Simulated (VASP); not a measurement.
# GaN (P6_3mc) in VASP: relaxation of cell and atoms with r2SCAN

Aim: the relaxation of cell and atoms of GaN with r2SCAN.

Program: VASP 6.6.1. These are calculated values, not measurements. Logs are shortened: lines on timing, memory, paths and dates and some standing lists are left out, and cuts for length are marked.

### 1 The cell of the first run

It takes space group P6_3mc (No. 186, hexagonal). Conventional cell: a = 3.217 Å, b = 3.217 Å, c = 10.495 Å, α = 90.00°, β = 90.00°, γ = 120.00°. Ga (site symmetry 3m) has 4 N at 1.97 Å within 2.6 Å. Within 2.6 Å of Ga (site symmetry 3m) lie 4 N at 1.97 Å. N (site symmetry 3m) has 4 Ga at 1.97 Å within 2.6 Å. N (site symmetry 3m) has 4 Ga at 1.97 Å within 2.6 Å.

### 2 Relaxation of cell and atoms, r2SCAN

POSCAR reads:

```
GaN
1.0
    3.2171330056      0.0000000000      0.0000000000
   -1.6085665028      2.7861189102      0.0000000000
    0.0000000000      0.0000000000     10.4954067401
Ga N
4 4
Direct
    0.0000000000      0.0000000000     -0.0003500086
    0.3333333333      0.6666666667      0.2499403972
    0.0000000000      0.0000000000      0.4996499914
    0.6666666667      0.3333333333      0.7499403972
    0.0000000000      0.0000000000      0.1876293223
    0.3333333333      0.6666666667      0.4377802891
    0.0000000000      0.0000000000      0.6876293223
    0.6666666667      0.3333333333      0.9377802891
```

INCAR.step1 reads:

```
SYSTEM = GaN
  PREC = Accurate
  ENCUT = 600
  ISMEAR = -1
  SIGMA = 0.02
  LREAL = .FALSE.
  LASPH = .TRUE.
  NELM = 100
  GGA = PE
  ALGO = Normal
  EDIFF = 1E-4
  LWAVE = .TRUE.
  LCHARG = .FALSE.
```

INCAR.step2 reads:

```
SYSTEM = GaN
  PREC = Accurate
  ENCUT = 600
  EDIFF = 1E-7
  ISMEAR = -1
  SIGMA = 0.02
  LREAL = .FALSE.
  LASPH = .TRUE.
  NELM = 100
  ALGO = Normal
  ISIF = 3
  LWAVE = .FALSE.
  LCHARG = .FALSE.
  METAGGA = R2SCAN
  LMIXTAU = .TRUE.
  IBRION = 2
  NSW = 80
  EDIFFG = -0.005
  ISTART = 1
```

KPOINTS reads:

```
Automatic mesh
0
G
  12 12 2
  0 0 0
```

Potentials or basis: VASP PAW PBE potentials, release 64 (Ga_d, N).

On the command line:

```console
> cat potpaw_PBE.64/Ga_d/POTCAR potpaw_PBE.64/N/POTCAR > POTCAR
> cp INCAR.step1 INCAR
> mpirun -np 1 vasp_std > vasp.out
> cp INCAR.step2 INCAR
> mpirun -np 1 vasp_std > vasp.out
```

OUTCAR:

```text
SYSTEM = GaN
   PREC = Accurate
   ENCUT = 600
   EDIFF = 1E-7
   ISMEAR = -1
   LREAL = .FALSE.
   LASPH = .TRUE.
   NELM = 100
   ISIF = 3
   METAGGA = R2SCAN
   IBRION = 2
   NSW = 80
   EDIFFG = -0.005
   ISTART = 1

 ion  position               nearest neighbor table
   1  0.000  0.000  1.000-   8 1.97   8 1.97   8 1.97   5 1.97
   2  0.333  0.667  0.250-   5 1.97   5 1.97   5 1.97   6 1.97
   3  0.000  0.000  0.500-   6 1.97   6 1.97   6 1.97   7 1.97
   4  0.667  0.333  0.750-   7 1.97   7 1.97   7 1.97   8 1.97
   5  0.000  0.000  0.188-   2 1.97   2 1.97   2 1.97   1 1.97
   6  0.333  0.667  0.438-   3 1.97   3 1.97   3 1.97   2 1.97
   7  0.000  0.000  0.688-   4 1.97   4 1.97   4 1.97   3 1.97
   8  0.667  0.333  0.938-   1 1.97   1 1.97   1 1.97   4 1.97

  LATTYP: Found a hexagonal cell.
 ALAT       =     3.2171330056
 C/A-ratio  =     3.2623477866

  Lattice vectors:

 A1 = (   3.2171330056,   0.0000000000,   0.0000000000)
 A2 = (  -1.6085665028,   2.7861189102,   0.0000000000)
 A3 = (   0.0000000000,   0.0000000000,  10.4954067401)

Analysis of symmetry for initial positions (statically):
=====================================================================
 Subroutine PRICEL returns:
 Original cell was already a primitive cell.

 Routine SETGRP: Setting up the symmetry group for a
 hexagonal supercell.

 Subroutine GETGRP returns: Found 12 space group operations
 (whereof  6 operations were pure point group operations)
 out of a pool of 24 trial point group operations.

The static configuration has the point symmetry C_3v.
 The point group associated with its full space group is C_6v.

Analysis of symmetry for dynamics (positions and initial velocities):
=====================================================================
 Subroutine PRICEL returns:
 Original cell was already a primitive cell.

 Routine SETGRP: Setting up the symmetry group for a
 hexagonal supercell.

 Subroutine GETGRP returns: Found 12 space group operations
 (whereof  6 operations were pure point group operations)
 out of a pool of 24 trial point group operations.

The dynamic configuration has the point symmetry C_3v.
 The point group associated with its full space group is C_6v.

 Subroutine INISYM returns: Found 12 space group operations
 (whereof  6 operations are pure point group operations),
 and found     1 'primitive' translations

----------------------------------------------------------------------------------------

                                     Primitive cell

  volume of cell :      94.0736

  direct lattice vectors                    reciprocal lattice vectors
     3.217133006  0.000000000  0.000000000     0.310835765  0.179461113  0.000000000
    -1.608566503  2.786118910  0.000000000     0.000000000  0.358922226  0.000000000
     0.000000000  0.000000000 10.495406740     0.000000000  0.000000000  0.095279776

  length of vectors
     3.217133006  3.217133006 10.495406740     0.358922226  0.358922226  0.095279776

  position of ions in fractional coordinates (direct lattice)
     0.000000000  0.000000000  0.999649991
     0.333333333  0.666666667  0.249940397
     0.000000000  0.000000000  0.499649991
     0.666666667  0.333333333  0.749940397
     0.000000000  0.000000000  0.187629322
     0.333333333  0.666666667  0.437780289
     0.000000000  0.000000000  0.687629322
     0.666666667  0.333333333  0.937780289

  ion indices of the primitive-cell ions
   primitive index   ion index
                 1           1
                 2           2
                 3           3
                 4           4
                 5           5
                 6           6
                 7           7
                 8           8

----------------------------------------------------------------------------------------

 KPOINTS: Automatic mesh

Automatic generation of k-mesh.
 Grid dimensions read from file:
 generate k-points for:   12   12    2

 Generating k-lattice:

  Cartesian coordinates                     Fractional coordinates (reciprocal lattice)
     0.025902980  0.014955093  0.000000000     0.083333333  0.000000000  0.000000000
     0.000000000  0.029910185  0.000000000     0.000000000  0.083333333  0.000000000
     0.000000000  0.000000000  0.047639888     0.000000000  0.000000000  0.500000000

  Length of vectors
     0.029910185  0.029910185  0.047639888

  Shift w.r.t. Gamma in fractional coordinates (k-lattice)
     0.000000000  0.000000000  0.000000000

 Subroutine IBZKPT returns following result:
 ===========================================

 Found     38 irreducible k-points:

 Following reciprocal coordinates:
            Coordinates               Weight
  0.000000  0.000000  0.000000      1.000000
  0.083333 -0.000000  0.000000      6.000000
  0.166667 -0.000000  0.000000      6.000000
  0.250000 -0.000000  0.000000      6.000000
  0.333333 -0.000000  0.000000      6.000000
  0.416667  0.000000  0.000000      6.000000
[... 16 lines left out ...]
  0.250000 -0.000000  0.500000      6.000000
  0.333333 -0.000000  0.500000      6.000000
 [... further k-points ...]
   k-points           NKPTS =     38   k-points in BZ     NKDIM =     38   number of bands    NBANDS=     43
   number of dos      NEDOS =    301   number of ions     NIONS =      8
   total plane-waves  NPLWV =  65856
   dimension x,y,z NGX =    28 NGY =   28 NGZ =   84
   dimension x,y,z NGXF=    56 NGYF=   56 NGZF=  168
   ions per type =               4   4
   NGX,Y,Z   is equivalent  to a cutoff of  14.47, 14.47, 13.31 a.u.
   NGXF,Y,Z  is equivalent  to a cutoff of  28.94, 28.94, 26.61 a.u.
 SYSTEM =  GaN
   PREC   = accura    normal or accurate (medium, high low for compatibility)
   ISTART =      1    job   : 0-new  1-cont  2-samecut
   ICHARG =      0    charge: 1-file 2-atom 10-const
   ISPIN  =      1    spin polarized calculation?
   LNONCOLLINEAR =      F non collinear calculations
   LSORBIT =      F    spin-orbit coupling
   LASPH  =      T    aspherical Exc in radial PAW
   ENCUT  =  600.0 eV  44.10 Ry    6.64 a.u.   6.43  6.43 20.96*2*pi/ulx,y,z
   NELM   =    100;   NELMIN=  2; NELMDL=  0     # of ELM steps
   EDIFF  = 0.1E-06   stopping-criterion for ELM
   LREAL  =      F    real-space projection
   EDIFFG = -.5E-02   stopping-criterion for IOM
   NSW    =     80    number of steps for IOM
   IBRION =      2    ionic relax: 0-MD 1-quasi-New 2-CG
   NFREE  =      1    steps in history (QN), initial steepest desc. (CG)
   ISIF   =      3    stress and relaxation
   ISYM   =      2    0-nonsym 1-usesym 2-fastsym
   POTIM  = 0.5000    time-step for ionic-motion
   TEBEG  =    0.0;   TEEND  =   0.0 temperature during run
   PSTRESS=    0.0 pullay stress
   NELECT =      72.0000    total number of electrons
   NUPDOWN=      -1.0000    fix difference up-down
   EMIN   =  10.00;   EMAX   =-10.00  energy-range for DOS
   EFERMI =   0.00;   METHOD = LEGACY
   ISMEAR =    -1;   SIGMA  =   0.02  broadening in eV -4-tet -1-fermi 0-gaus
   EFERMI_NEDOS =   21; number of points for ismear=-14 and -15
   IALGO  =     38    algorithm
   IMIX   =      4    mixing-type and parameters
     AMIX     =   0.40;   BMIX     =  1.00
     AMIX_MAG =   1.60;   BMIX_MAG =  1.00
  volume/ion in A,a.u.               =      11.76        79.36
  Fermi-wavevector in a.u.,A,eV,Ry     =   1.497487  2.829840 30.510614  2.242467
  Thomas-Fermi vector in A             =   2.609368
   LORBIT       =      0    0 simple, 1 ext, 2 COOP (PROOUT), +10 PAW based schemes
   METAGGA = R2SCAN    functional components
   LHFCALC =     F    Hartree Fock is set to
   AEXX    =    0.0000 exact exchange contribution
   IVDW    =     0    specifies the selected vdW correction
   LEPSILON=     F    determine dielectric tensor
   LRPA    =     F    only Hartree local field effects (RPA)
 conjugate gradient relaxation of ions
 non-spin polarized calculation
  energy-cutoff  :      600.00
  volume of cell :       94.07
 maximum number of plane-waves:      3174
 NGX is ok and might be reduce to    28
   NGX = 13   NGY = 13   NGZ = 41

--------------------------------------- Ionic step        1  -------------------------------------------

 number of electron      71.9999991 magnetization

 Free energy of the ion-electron system (eV)
  ---------------------------------------------------
  ext. energy  EPLUGINS =         0.00000000
  ---------------------------------------------------
  free energy    TOTEN  =       -87.58058446 eV

  energy without entropy =      -87.58058446  energy(sigma->0) =      -87.58058446

------------------------ aborting loop because EDIFF is reached ----------------------------------------

  FORCE on cell =-STRESS in cart. coord.  units (eV):
  Direction    XX          YY          ZZ          XY          YZ          ZX
  --------------------------------------------------------------------------------------
  -------------------------------------------------------------------------------------
  Total       -3.0270012     -3.0270012     -3.0283418     -0.0000000      0.0000000      0.0000000
  in kB      -51.5531539    -51.5531539    -51.5759859     -0.0000000      0.0000000      0.0000000
  external PRESSURE =     -51.5607646 kB  Pullay stress =       0.0000000 kB
[... 69 lines left out ...]
  energy  without entropy=      -87.5814473799  energy(sigma->0) =      -87.58144738

--------------------------------------- Ionic step        3  -------------------------------------------

 number of electron      71.9999980 magnetization

 Free energy of the ion-electron system (eV)
  ---------------------------------------------------
  ext. energy  EPLUGINS =         0.00000000
  ---------------------------------------------------
  free energy    TOTEN  =       -87.62380573 eV

  energy without entropy =      -87.62380573  energy(sigma->0) =      -87.62380573

 E-fermi :   5.4711     XC(G=0): -12.6352

 val. band max:        5.0329684627   @ k =   0.0000   0.0000   0.0000
 cond. band min:       7.2437818776   @ k =   0.0000   0.0000   0.0000
 fundamental gap:      2.2108134149
 Fermi energy:         5.4710702640

 k-point     1 :       0.0000    0.0000    0.0000
  band No.  band energies     occupation
      1     -11.7186      2.00000
      2     -11.1593      2.00000
      3     -11.1447      2.00000
      4     -10.7323      2.00000
      5      -8.7967      2.00000
      6      -8.7900      2.00000
[... 1093 lines left out ...]
     42      12.8153      0.00000
     43      14.0659      0.00000

 [... further k-points ...]

------------------------ aborting loop because EDIFF is reached ----------------------------------------

  FORCE on cell =-STRESS in cart. coord.  units (eV):
  Direction    XX          YY          ZZ          XY          YZ          ZX
  --------------------------------------------------------------------------------------
  -------------------------------------------------------------------------------------
  Total        0.0233200      0.0233200     -0.0016530      0.0000000      0.0000000      0.0000000
  in kB        0.4084467      0.4084467     -0.0289524      0.0000000      0.0000000      0.0000000
  external PRESSURE =       0.2626470 kB  Pullay stress =       0.0000000 kB
[... 23 lines left out ...]
  FREE ENERGIE OF THE ION-ELECTRON SYSTEM (eV)
  ---------------------------------------------------
  free  energy   TOTEN  =       -87.6238057319 eV

  energy  without entropy=      -87.6238057319  energy(sigma->0) =      -87.62380573

 reached required accuracy - stopping structural energy minimisation
```

It took 1.7 h on 1 thread of Oxide Virtual Turin-like, shared host; peak memory 0.33 GiB.

What came out:

```
Free energy                           : -87.6238 eV
Relaxed volume                        : 11.43 Å³/atom
Relaxed cell                          : a = 3.187 Å, b = 3.187 Å, c = 10.398 Å, α = 90.00°, β = 90.00°, γ = 120.00°
Space group after relaxing (to 0.1 Å) : P6_3mc (No. 186)
Energy gained by relaxing             : 5.4 meV/atom
Ionic steps                           : 3
Pressure after relaxing               : 0.0 GPa
Largest force after relaxing          : 0.005 eV/Å
Band gap on the k mesh                : 2.21 eV
```

Forces in eV/Å, atoms in the order of the input:
```
Ga   0.000  0.000  0.002
Ga   0.000  0.000  0.005
Ga   0.000  0.000  0.002
Ga   0.000  0.000  0.005
N    0.000  0.000 -0.004
N    0.000  0.000 -0.003
N    0.000  0.000 -0.004
N    0.000  0.000 -0.003
```

Step by step:
| step | energy change (eV) | largest force (eV/Å) | pressure (GPa) | volume (Å³) |
| --- | --- | --- | --- | --- |
| 1 | 0.0000 | 0.0092 | -5.16 | 94.07 |
| 2 | -0.0009 | 0.0172 | 5.68 | 89.01 |
| 3 | -0.0432 | 0.0048 | 0.03 | 91.48 |

Final structure:
```cif
data_structure
_symmetry_space_group_name_H-M 'P 1'
_symmetry_Int_Tables_number 1
_cell_length_a 3.1872
_cell_length_b 3.1872
_cell_length_c 10.3978
_cell_angle_alpha 90.000
_cell_angle_beta 90.000
_cell_angle_gamma 120.000
_cell_volume 91.48
loop_
_atom_site_label
_atom_site_type_symbol
_atom_site_fract_x
_atom_site_fract_y
_atom_site_fract_z
_atom_site_occupancy
Ga1 Ga 0.00000 0.00000 0.99963 1
Ga2 Ga 0.33333 0.66667 0.24993 1
Ga3 Ga 0.00000 0.00000 0.49963 1
Ga4 Ga 0.66667 0.33333 0.74993 1
N1 N 0.00000 0.00000 0.18765 1
N2 N 0.33333 0.66667 0.43779 1
N3 N 0.00000 0.00000 0.68765 1
N4 N 0.66667 0.33333 0.93779 1
```

Levels at points of the mesh, in eV from the valence-band top:
| k point | band 33 | band 34 | band 35 | band 36 | band 37 | band 38 | band 39 | band 40 |
| --- | --- | --- | --- | --- | --- | --- | --- | --- |
| (0.00, 0.00, 0.00) | -0.52 | -0.02 | 0.00 | 0.00 | 2.21 | 4.48 | 4.80 | 4.97 |
| (0.50, 0.00, 0.00) | -1.97 | -1.91 | -1.31 | -1.01 | 4.22 | 4.54 | 5.87 | 6.28 |
| (0.00, 0.00, 0.50) | -0.16 | -0.16 | -0.16 | -0.16 | 3.39 | 3.39 | 4.99 | 4.99 |
| (0.50, 0.00, 0.50) | -1.90 | -1.90 | -1.32 | -1.32 | 4.85 | 4.85 | 5.66 | 5.66 |

Caveat: the PAW data sets were made with another functional, which shifts forces and pressure a little.
